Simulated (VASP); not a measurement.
# Lu (Im-3m) in VASP: a series of runs, part 2 of 2

VASP 6.6.1. The steps go on from the part before.

**3. Single point, PBE**

This run uses another cell than the first one, of 29.58 Å³/atom.

Input file INCAR:

```
PREC = Accurate ; ENCUT = 520
EDIFF = 1E-6 ; ISMEAR = -1
SIGMA = 0.06122561905347299 ; LREAL = False
LASPH = True ; NELM = 60
ALGO = Normal ; ISIF = 2
LWAVE = False ; LCHARG = False
GGA = PE ; NBANDS = 18
```

Input file KPOINTS:

```
regular mesh
0
Gamma
  20 20 20
```

Input file POSCAR:

```
Lu
1.0
   -1.9482489211      1.9482489211      1.9482489211
    1.9482489211     -1.9482489211      1.9482489211
    1.9482489211      1.9482489211     -1.9482489211
Lu
1
Direct
    0.0000000000      0.0000000000      0.0000000000
```

Potentials or basis: VASP PAW PBE potentials, release 64 (Lu).

Launch:

```bash
$ cat potpaw_PBE.64/Lu/POTCAR > POTCAR
$ mpirun -np 1 vasp_std > vasp.out
```

OUTCAR:

```text
PREC = Accurate
   ENCUT = 520
   EDIFF = 1E-6
   ISMEAR = -1
   LREAL = False
   LASPH = True
   NELM = 60
   ISIF = 2
   GGA = PE

 ion  position               nearest neighbor table
   1  0.000  0.000  0.000-

  LATTYP: Found a body centered cubic cell.
 ALAT       =     3.8964978422

  Lattice vectors:

 A1 = (  -1.9482489211,   1.9482489211,   1.9482489211)
 A2 = (   1.9482489211,  -1.9482489211,   1.9482489211)
 A3 = (   1.9482489211,   1.9482489211,  -1.9482489211)

Analysis of symmetry for initial positions (statically):
=====================================================================
 Subroutine PRICEL returns:
 Original cell was already a primitive cell.

 Routine SETGRP: Setting up the symmetry group for a
 body centered cubic supercell.

 Subroutine GETGRP returns: Found 48 space group operations
 (whereof 48 operations were pure point group operations)
 out of a pool of 48 trial point group operations.

The static configuration has the point symmetry O_h .

Analysis of symmetry for dynamics (positions and initial velocities):
=====================================================================
 Subroutine PRICEL returns:
 Original cell was already a primitive cell.

 Routine SETGRP: Setting up the symmetry group for a
 body centered cubic supercell.

 Subroutine GETGRP returns: Found 48 space group operations
 (whereof 48 operations were pure point group operations)
 out of a pool of 48 trial point group operations.

The dynamic configuration has the point symmetry O_h .

 Subroutine INISYM returns: Found 48 space group operations
 (whereof 48 operations are pure point group operations),
 and found     1 'primitive' translations

----------------------------------------------------------------------------------------

                                     Primitive cell

  volume of cell :      29.5797

  direct lattice vectors                    reciprocal lattice vectors
    -1.948248921  1.948248921  1.948248921     0.000000000  0.256640717  0.256640717
     1.948248921 -1.948248921  1.948248921     0.256640717  0.000000000  0.256640717
     1.948248921  1.948248921 -1.948248921     0.256640717  0.256640717  0.000000000

  length of vectors
     3.374466117  3.374466117  3.374466117     0.362944783  0.362944783  0.362944783

  position of ions in fractional coordinates (direct lattice)
     0.000000000  0.000000000  0.000000000

  ion indices of the primitive-cell ions
   primitive index   ion index
                 1           1

----------------------------------------------------------------------------------------

 KPOINTS: regular mesh

Automatic generation of k-mesh.
 Grid dimensions read from file:
 generate k-points for:   20   20   20

 Generating k-lattice:

  Cartesian coordinates                     Fractional coordinates (reciprocal lattice)
     0.000000000  0.012832036  0.012832036     0.050000000  0.000000000  0.000000000
     0.012832036  0.000000000  0.012832036     0.000000000  0.050000000  0.000000000
     0.012832036  0.012832036  0.000000000     0.000000000  0.000000000  0.050000000

  Length of vectors
     0.018147239  0.018147239  0.018147239

  Shift w.r.t. Gamma in fractional coordinates (k-lattice)
     0.000000000  0.000000000  0.000000000

 Subroutine IBZKPT returns following result:
 ===========================================

 Found    256 irreducible k-points:

 Following reciprocal coordinates:
            Coordinates               Weight
  0.000000  0.000000  0.000000      1.000000
  0.050000  0.000000  0.000000     12.000000
  0.100000  0.000000  0.000000     12.000000
  0.150000  0.000000  0.000000     12.000000
  0.200000  0.000000  0.000000     12.000000
  0.250000  0.000000  0.000000     12.000000
[... 16 lines left out ...]
  0.200000  0.100000  0.000000     48.000000
  0.250000  0.100000  0.000000     48.000000
 [... further k-points ...]
   k-points           NKPTS =    256   k-points in BZ     NKDIM =    256   number of bands    NBANDS=     18
   number of dos      NEDOS =    301   number of ions     NIONS =      1
   total plane-waves  NPLWV =  21952
   dimension x,y,z NGX =    28 NGY =   28 NGZ =   28
   dimension x,y,z NGXF=    56 NGYF=   56 NGZF=   56
   ions per type =               1
   NGX,Y,Z   is equivalent  to a cutoff of  13.79, 13.79, 13.79 a.u.
   NGXF,Y,Z  is equivalent  to a cutoff of  27.59, 27.59, 27.59 a.u.
 SYSTEM =  unknown system
   PREC   = accura    normal or accurate (medium, high low for compatibility)
   ISTART =      0    job   : 0-new  1-cont  2-samecut
   ICHARG =      2    charge: 1-file 2-atom 10-const
   ISPIN  =      1    spin polarized calculation?
   LNONCOLLINEAR =      F non collinear calculations
   LSORBIT =      F    spin-orbit coupling
   LASPH  =      T    aspherical Exc in radial PAW
   ENCUT  =  520.0 eV  38.22 Ry    6.18 a.u.   6.27  6.27  6.27*2*pi/ulx,y,z
   NELM   =     60;   NELMIN=  2; NELMDL= -5     # of ELM steps
   EDIFF  = 0.1E-05   stopping-criterion for ELM
   LREAL  =      F    real-space projection
   EDIFFG = 0.1E-04   stopping-criterion for IOM
   NSW    =      0    number of steps for IOM
   IBRION =     -1    ionic relax: 0-MD 1-quasi-New 2-CG
   NFREE  =      0    steps in history (QN), initial steepest desc. (CG)
   ISIF   =      2    stress and relaxation
   ISYM   =      2    0-nonsym 1-usesym 2-fastsym
   POTIM  = 0.5000    time-step for ionic-motion
   TEBEG  =    0.0;   TEEND  =   0.0 temperature during run
   PSTRESS=    0.0 pullay stress
   NELECT =      25.0000    total number of electrons
   NUPDOWN=      -1.0000    fix difference up-down
   EMIN   =  10.00;   EMAX   =-10.00  energy-range for DOS
   EFERMI =   0.00;   METHOD = LEGACY
   ISMEAR =    -1;   SIGMA  =   0.06  broadening in eV -4-tet -1-fermi 0-gaus
   EFERMI_NEDOS =   21; number of points for ismear=-14 and -15
   IALGO  =     38    algorithm
   IMIX   =      4    mixing-type and parameters
     AMIX     =   0.40;   BMIX     =  1.00
     AMIX_MAG =   1.60;   BMIX_MAG =  1.00
  volume/ion in A,a.u.               =      29.58       199.61
  Fermi-wavevector in a.u.,A,eV,Ry     =   1.547832  2.924978 32.596605  2.395783
  Thomas-Fermi vector in A             =   2.652869
   LORBIT       =      0    0 simple, 1 ext, 2 COOP (PROOUT), +10 PAW based schemes
   GGA     = PE    functional components
   LHFCALC =     F    Hartree Fock is set to
   AEXX    =    0.0000 exact exchange contribution
   IVDW    =     0    specifies the selected vdW correction
   LEPSILON=     F    determine dielectric tensor
   LRPA    =     F    only Hartree local field effects (RPA)
 non-spin polarized calculation
  energy-cutoff  :      520.00
  volume of cell :       29.58
 maximum number of plane-waves:       811
 NGX is ok and might be reduce to    28
   NGX = 13   NGY = 13   NGZ = 13

 number of electron      24.9999993 magnetization

 Free energy of the ion-electron system (eV)
  ---------------------------------------------------
  ext. energy  EPLUGINS =         0.00000000
  ---------------------------------------------------
  free energy    TOTEN  =        -4.39428328 eV

  energy without entropy =       -4.36613007  energy(sigma->0) =       -4.38020668

 E-fermi :   2.3136     XC(G=0): -10.5987

 val. band max:        2.3106306472   @ k =   0.3000   0.1500   0.1000
 cond. band min:       2.3165586450   @ k =   0.2500   0.2500   0.1000
 fundamental gap:      0.0059279978
 Fermi energy:         2.3136311465

 k-point     1 :       0.0000    0.0000    0.0000
  band No.  band energies     occupation
      1     -54.1233      2.00000
      2     -24.5500      2.00000
      3     -24.5500      2.00000
      4     -24.5500      2.00000
      5      -3.8053      2.00000
      6      -2.8768      2.00000
[... 10 lines left out ...]
     17       6.6262      0.00000
     18      13.9016      0.00000

 k-point     2 :       0.0500    0.0000    0.0000
  band No.  band energies     occupation
      1     -54.1226      2.00000
      2     -24.5621      2.00000
      3     -24.5539      2.00000
      4     -24.5500      2.00000
      5      -3.7329      2.00000
      6      -2.8761      2.00000
[... 10 lines left out ...]
     17       6.6253      0.00000
     18      13.9799      0.00000
[... 442 lines left out ...]
 k-point    24 :       0.2500    0.1000    0.0000
  band No.  band energies     occupation
      1     -54.1026      2.00000
      2     -24.8681      2.00000
      3     -24.6564      2.00000
      4     -24.5670      2.00000
      5      -2.8624      2.00000
      6      -2.8420      2.00000
[... 10 lines left out ...]
     17       7.1043      0.00000
     18      12.5610      0.00000

 [... further k-points ...]

------------------------ aborting loop because EDIFF is reached ----------------------------------------

  FORCE on cell =-STRESS in cart. coord.  units (eV):
  Direction    XX          YY          ZZ          XY          YZ          ZX
  --------------------------------------------------------------------------------------
  -------------------------------------------------------------------------------------
  Total        0.0356146      0.0356146      0.0356146     -0.0000000     -0.0000000     -0.0000000
  in kB        1.9290559      1.9290559      1.9290559     -0.0000000     -0.0000000     -0.0000000
  external PRESSURE =       1.9290559 kB  Pullay stress =       0.0000000 kB

 VOLUME and BASIS-vectors are now :
 -----------------------------------------------------------------------------
  energy-cutoff  :      520.00
  volume of cell :       29.58
      direct lattice vectors                 reciprocal lattice vectors
    -1.948248921  1.948248921  1.948248921     0.000000000  0.256640717  0.256640717
     1.948248921 -1.948248921  1.948248921     0.256640717  0.000000000  0.256640717
     1.948248921  1.948248921 -1.948248921     0.256640717  0.256640717  0.000000000

 POSITION                                       TOTAL-FORCE (eV/Angst)
 -----------------------------------------------------------------------------------
      0.00000      0.00000      0.00000         0.000000      0.000000      0.000000
 -----------------------------------------------------------------------------------
    total drift:                                0.000000      0.000000      0.000000

  FREE ENERGIE OF THE ION-ELECTRON SYSTEM (eV)
  ---------------------------------------------------
  free  energy   TOTEN  =        -4.3942832845 eV

  energy  without entropy=       -4.3661300728  energy(sigma->0) =       -4.38020668
```

stdout:

```text
POSCAR found type information on POSCAR Lu
 POSCAR found :  1 types and       1 ions
 scaLAPACK will be used
 LDA part: xc-table for (Slater+PW92), standard interpolation
 POSCAR, INCAR and KPOINTS ok, starting setup
 FFT: planning ... GRIDC
 FFT: planning ... GRID_SOFT
 FFT: planning ... GRID
 WAVECAR not read
 entering main loop
```

It took 62 s on 1 thread of AMD EPYC 9R45 (Zen 5), shared host; peak memory 0.25 GiB.

What came out:

* Free energy: -4.3943 eV
* Pressure: 0.2 GPa
* Band gap on the k mesh: zero (an odd number of electrons rules out a gap without spin polarisation)

Caveat: spin-orbit coupling is left out, which moves the levels of the heavy elements.
